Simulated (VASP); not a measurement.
# Pb (Im-3m) in VASP: further runs

The runs below take Pb through single point, with PBEsol.

All numbers are computed with VASP 6.6.1; they aren't measurements. Logs are shortened: lines on timing, memory, paths and dates and some standing lists are left out, and cuts for length are marked.

### Step 1. The cell of the first run

Symmetry: Im-3m, No. 229, cubic system. The conventional cell has a = 3.716 Å, b = 3.716 Å, c = 3.716 Å, α = 90.00°, β = 90.00°, γ = 90.00°. Within 4.2 Å of Pb (site symmetry m-3m) lie 14 Pb at 3.22 to 3.72 Å.

### Step 2. Single point, PBEsol

INCAR

```
SYSTEM = Pb
PREC     = Accurate       ! precision mode
ENCUT    = 520            ! plane-wave cutoff, eV
EDIFF    = 1E-6           ! SCF threshold, eV
ISMEAR   = -1             ! smearing method
SIGMA    = 0.05           ! smearing width, eV
LREAL    = .FALSE.        ! projectors in reciprocal space
LASPH    = .TRUE.         ! aspherical terms in the spheres
NELM     = 60             ! most SCF steps
ALGO     = Normal         ! electronic algorithm
ISIF     = 2              ! what is computed and relaxed
LWAVE    = .FALSE.        ! write WAVECAR
LCHARG   = .TRUE.         ! write CHGCAR
GGA      = PS             ! functional
LELF     = .TRUE.         ! ELF
LVHAR    = .TRUE.       
NBANDS   = 13             ! bands
```

KPOINTS

```
regular mesh
0
G
  9 9 9
  0 0 0
```

POSCAR

```
Pb
1.0
   -1.8579392613      1.8579392613      1.8579392613
    1.8579392613     -1.8579392613      1.8579392613
    1.8579392613      1.8579392613     -1.8579392613
Pb
1
Direct
    0.0000000000      0.0000000000      0.0000000000
```

Potentials or basis: VASP PAW PBE potentials, release 64 (Pb_d).

Started as:

```bash
$ cat potpaw_PBE.64/Pb_d/POTCAR > POTCAR
$ mpirun -np 1 vasp_std > vasp.out
```

OUTCAR:

```text
SYSTEM = Pb
   PREC = Accurate
   ENCUT = 520
   EDIFF = 1E-6
   ISMEAR = -1
   LREAL = .FALSE.
   LASPH = .TRUE.
   NELM = 60
   ISIF = 2
   GGA = PS

 ion  position               nearest neighbor table
   1  0.000  0.000  0.000-

  LATTYP: Found a body centered cubic cell.
 ALAT       =     3.7158785226

  Lattice vectors:

 A1 = (  -1.8579392613,   1.8579392613,   1.8579392613)
 A2 = (   1.8579392613,  -1.8579392613,   1.8579392613)
 A3 = (   1.8579392613,   1.8579392613,  -1.8579392613)

Analysis of symmetry for initial positions (statically):
=====================================================================
 Subroutine PRICEL returns:
 Original cell was already a primitive cell.

 Routine SETGRP: Setting up the symmetry group for a
 body centered cubic supercell.

 Subroutine GETGRP returns: Found 48 space group operations
 (whereof 48 operations were pure point group operations)
 out of a pool of 48 trial point group operations.

The static configuration has the point symmetry O_h .

Analysis of symmetry for dynamics (positions and initial velocities):
=====================================================================
 Subroutine PRICEL returns:
 Original cell was already a primitive cell.

 Routine SETGRP: Setting up the symmetry group for a
 body centered cubic supercell.

 Subroutine GETGRP returns: Found 48 space group operations
 (whereof 48 operations were pure point group operations)
 out of a pool of 48 trial point group operations.

The dynamic configuration has the point symmetry O_h .

 Subroutine INISYM returns: Found 48 space group operations
 (whereof 48 operations are pure point group operations),
 and found     1 'primitive' translations

----------------------------------------------------------------------------------------

                                     Primitive cell

  volume of cell :      25.6540

  direct lattice vectors                    reciprocal lattice vectors
    -1.857939261  1.857939261  1.857939261     0.000000000  0.269115364  0.269115364
     1.857939261 -1.857939261  1.857939261     0.269115364  0.000000000  0.269115364
     1.857939261  1.857939261 -1.857939261     0.269115364  0.269115364  0.000000000

  length of vectors
     3.218045198  3.218045198  3.218045198     0.380586597  0.380586597  0.380586597

  position of ions in fractional coordinates (direct lattice)
     0.000000000  0.000000000  0.000000000

  ion indices of the primitive-cell ions
   primitive index   ion index
                 1           1

----------------------------------------------------------------------------------------

 KPOINTS: regular mesh

Automatic generation of k-mesh.
 Grid dimensions read from file:
 generate k-points for:    9    9    9

 Generating k-lattice:

  Cartesian coordinates                     Fractional coordinates (reciprocal lattice)
     0.000000000  0.029901707  0.029901707     0.111111111  0.000000000  0.000000000
     0.029901707  0.000000000  0.029901707     0.000000000  0.111111111  0.000000000
     0.029901707  0.029901707  0.000000000     0.000000000  0.000000000  0.111111111

  Length of vectors
     0.042287400  0.042287400  0.042287400

  Shift w.r.t. Gamma in fractional coordinates (k-lattice)
     0.000000000  0.000000000  0.000000000

 Subroutine IBZKPT returns following result:
 ===========================================

 Found     35 irreducible k-points:

 Following reciprocal coordinates:
            Coordinates               Weight
  0.000000  0.000000  0.000000      1.000000
  0.111111  0.000000  0.000000     12.000000
  0.222222  0.000000  0.000000     12.000000
  0.333333  0.000000  0.000000     12.000000
  0.444444  0.000000  0.000000     12.000000
  0.111111  0.111111  0.000000     24.000000
[... 16 lines left out ...]
 -0.333333  0.444444  0.111111     48.000000
 -0.444444 -0.444444  0.111111     24.000000
 [... further k-points ...]
   k-points           NKPTS =     35   k-points in BZ     NKDIM =     35   number of bands    NBANDS=     13
   number of dos      NEDOS =    301   number of ions     NIONS =      1
   total plane-waves  NPLWV =  13824
   dimension x,y,z NGX =    24 NGY =   24 NGZ =   24
   dimension x,y,z NGXF=    48 NGYF=   48 NGZF=   48
   ions per type =               1
   NGX,Y,Z   is equivalent  to a cutoff of  12.40, 12.40, 12.40 a.u.
   NGXF,Y,Z  is equivalent  to a cutoff of  24.80, 24.80, 24.80 a.u.
 SYSTEM =  Pb
   PREC   = accura    normal or accurate (medium, high low for compatibility)
   ISTART =      0    job   : 0-new  1-cont  2-samecut
   ICHARG =      2    charge: 1-file 2-atom 10-const
   ISPIN  =      1    spin polarized calculation?
   LNONCOLLINEAR =      F non collinear calculations
   LSORBIT =      F    spin-orbit coupling
   LASPH  =      T    aspherical Exc in radial PAW
   ENCUT  =  520.0 eV  38.22 Ry    6.18 a.u.   5.98  5.98  5.98*2*pi/ulx,y,z
   NELM   =     60;   NELMIN=  2; NELMDL= -5     # of ELM steps
   EDIFF  = 0.1E-05   stopping-criterion for ELM
   LREAL  =      F    real-space projection
   EDIFFG = 0.1E-04   stopping-criterion for IOM
   NSW    =      0    number of steps for IOM
   IBRION =     -1    ionic relax: 0-MD 1-quasi-New 2-CG
   NFREE  =      0    steps in history (QN), initial steepest desc. (CG)
   ISIF   =      2    stress and relaxation
   ISYM   =      2    0-nonsym 1-usesym 2-fastsym
   POTIM  = 0.5000    time-step for ionic-motion
   TEBEG  =    0.0;   TEEND  =   0.0 temperature during run
   PSTRESS=    0.0 pullay stress
   NELECT =      14.0000    total number of electrons
   NUPDOWN=      -1.0000    fix difference up-down
   EMIN   =  10.00;   EMAX   =-10.00  energy-range for DOS
   EFERMI =   0.00;   METHOD = LEGACY
   ISMEAR =    -1;   SIGMA  =   0.05  broadening in eV -4-tet -1-fermi 0-gaus
   EFERMI_NEDOS =   21; number of points for ismear=-14 and -15
   IALGO  =     38    algorithm
   IMIX   =      4    mixing-type and parameters
     AMIX     =   0.40;   BMIX     =  1.00
     AMIX_MAG =   1.60;   BMIX_MAG =  1.00
  volume/ion in A,a.u.               =      25.65       173.12
  Fermi-wavevector in a.u.,A,eV,Ry     =   1.337825  2.528123 24.351380  1.789776
  Thomas-Fermi vector in A             =   2.466343
   LORBIT       =      0    0 simple, 1 ext, 2 COOP (PROOUT), +10 PAW based schemes
   GGA     = PS    functional components
   LHFCALC =     F    Hartree Fock is set to
   AEXX    =    0.0000 exact exchange contribution
   IVDW    =     0    specifies the selected vdW correction
   LEPSILON=     F    determine dielectric tensor
   LRPA    =     F    only Hartree local field effects (RPA)
 non-spin polarized calculation
  energy-cutoff  :      520.00
  volume of cell :       25.65
 maximum number of plane-waves:       712
   NGX = 11   NGY = 11   NGZ = 11

 number of electron      14.0000003 magnetization

 Free energy of the ion-electron system (eV)
  ---------------------------------------------------
  ext. energy  EPLUGINS =         0.00000000
  ---------------------------------------------------
  free energy    TOTEN  =        -3.84072773 eV

  energy without entropy =       -3.83723463  energy(sigma->0) =       -3.83898118

 E-fermi :   9.1411     XC(G=0): -11.1778

 val. band max:        8.9530477370   @ k =   0.3333   0.2222   0.0000
 cond. band min:       9.1893270675   @ k =   0.2222   0.2222   0.1111
 fundamental gap:      0.2362793305
 Fermi energy:         9.1411288112

 k-point     1 :       0.0000    0.0000    0.0000
  band No.  band energies     occupation
      1      -8.1270      2.00000
      2      -8.1270      2.00000
      3      -8.1270      2.00000
      4      -7.7442      2.00000
      5      -7.7442      2.00000
      6      -3.9046      2.00000
      7      18.3995      0.00000
      8      18.3995      0.00000
      9      18.3995      0.00000
     10      20.4433      0.00000
     11      20.4433      0.00000
     12      20.4433      0.00000
     13      23.8314      0.00000

 k-point     2 :       0.1111    0.0000    0.0000
  band No.  band energies     occupation
      1      -8.1443      2.00000
      2      -8.1109      2.00000
      3      -8.0583      2.00000
      4      -7.7626      2.00000
      5      -7.7451      2.00000
      6      -3.6061      2.00000
      7      15.7423      0.00000
      8      17.3844      0.00000
      9      17.8114      0.00000
     10      19.5556      0.00000
     11      20.1304      0.00000
     12      20.4507      0.00000
     13      24.1290      0.00000

 k-point     3 :       0.2222    0.0000    0.0000
  band No.  band energies     occupation
      1      -8.1878      2.00000
      2      -8.0949      2.00000
      3      -7.8797      2.00000
      4      -7.7941      2.00000
      5      -7.7472      2.00000
      6      -2.6987      2.00000
      7      11.6467      0.00000
      8      15.5948      0.00000
      9      16.5294      0.00000
     10      18.6436      0.00000
     11      19.5966      0.00000
     12      21.2605      0.00000
     13      24.2376      0.00000

 k-point     4 :       0.3333    0.0000    0.0000
  band No.  band energies     occupation
      1      -8.2370      2.00000
      2      -8.1269      2.00000
      3      -7.7917      2.00000
      4      -7.7488      2.00000
      5      -7.6677      2.00000
      6      -1.1959      2.00000
      7       7.8547      2.00000
      8      14.0893      0.00000
      9      15.4328      0.00000
     10      18.0688      0.00000
     11      19.1883      0.00000
     12      22.7412      0.00000
     13      24.4064      0.00000

 k-point     5 :       0.4444    0.0000    0.0000
  band No.  band energies     occupation
      1      -8.2688      2.00000
      2      -8.1705      2.00000
      3      -7.7724      2.00000
      4      -7.7496      2.00000
      5      -7.5238      2.00000
      6       0.6569      2.00000
      7       4.8327      2.00000
      8      13.2544      0.00000
      9      14.8402      0.00000
     10      17.8075      0.00000
     11      18.9806      0.00000
     12      24.3280      0.00000
     13      24.5623      0.00000
[... 257 lines left out ...]
 k-point    22 :      -0.4444    0.4444    0.1111
  band No.  band energies     occupation
      1      -8.1922      2.00000
      2      -8.1310      2.00000
      3      -7.8188      2.00000
      4      -7.7890      2.00000
      5      -7.5312      2.00000
      6       0.9039      2.00000
      7       5.1568      2.00000
      8      12.3740      0.00000
      9      13.8020      0.00000
     10      19.2853      0.00000
     11      20.1457      0.00000
     12      21.3038      0.00000
     13      23.2795      0.00000

 k-point    23 :      -0.3333    0.4444    0.1111
  band No.  band energies     occupation
      1      -8.1309      2.00000
      2      -8.0493      2.00000
      3      -7.8670      2.00000
      4      -7.8078      2.00000
      5      -7.6080      2.00000
      6       0.4634      2.00000
      7       6.8841      2.00000
      8      10.3091      0.00000
      9      14.6768      0.00000
     10      18.3938      0.00000
     11      19.7258      0.00000
     12      22.9207      0.00000
     13      23.5048      0.00000

 k-point    24 :      -0.4444   -0.4444    0.1111
  band No.  band energies     occupation
      1      -8.1437      2.00000
      2      -8.0661      2.00000
      3      -7.8855      2.00000
      4      -7.7803      2.00000
      5      -7.5478      2.00000
      6       1.7279      2.00000
      7       5.1508      2.00000
      8       9.8745      0.00000
      9      14.4944      0.00000
     10      18.9531      0.00000
     11      20.5312      0.00000
     12      20.9152      0.00000
     13      23.2786      0.00000

 [... further k-points ...]
[... 5 lines left out ...]
  --------------------------------------------------------------------------------------
  -------------------------------------------------------------------------------------
  Total        1.5853741      1.5853741      1.5853741     -0.0000000     -0.0000000      0.0000000
  in kB       99.0119974     99.0119974     99.0119974     -0.0000000     -0.0000000      0.0000000
  external PRESSURE =      99.0119974 kB  Pullay stress =       0.0000000 kB

 VOLUME and BASIS-vectors are now :
 -----------------------------------------------------------------------------
  energy-cutoff  :      520.00
  volume of cell :       25.65
      direct lattice vectors                 reciprocal lattice vectors
    -1.857939261  1.857939261  1.857939261     0.000000000  0.269115364  0.269115364
     1.857939261 -1.857939261  1.857939261     0.269115364  0.000000000  0.269115364
     1.857939261  1.857939261 -1.857939261     0.269115364  0.269115364  0.000000000

 POSITION                                       TOTAL-FORCE (eV/Angst)
 -----------------------------------------------------------------------------------
      0.00000      0.00000      0.00000         0.000000      0.000000     -0.000000
 -----------------------------------------------------------------------------------
    total drift:                                0.000000      0.000000      0.000000

  FREE ENERGIE OF THE ION-ELECTRON SYSTEM (eV)
  ---------------------------------------------------
  free  energy   TOTEN  =        -3.8407277286 eV

  energy  without entropy=       -3.8372346280  energy(sigma->0) =       -3.83898118
```

It took 4.2 s on 1 thread of Intel Xeon Platinum 8488C (Sapphire Rapids), shared host; peak memory 0.14 GiB.

Results:

| Property | Result |
| --- | --- |
| Free energy | -3.8407 eV |
| Pressure | 9.9 GPa |
| Band gap on the k mesh | zero (band 7 reaches 18.40 eV, above the bottom of band 8 at 6.59 eV) |

Levels at points of the mesh, in eV from the Fermi level:
```tsv
k point	band 4	band 5	band 6	band 7	band 8	band 9	band 10	band 11
(0.00, 0.00, 0.00)	-16.89	-16.89	-13.05	9.26	9.26	9.26	11.30	11.30
```

Caveat: the PAW data sets were made with another functional, which shifts forces and pressure a little; spin-orbit coupling is left out, which moves the levels of the heavy elements.

[end of part 1 of 2]
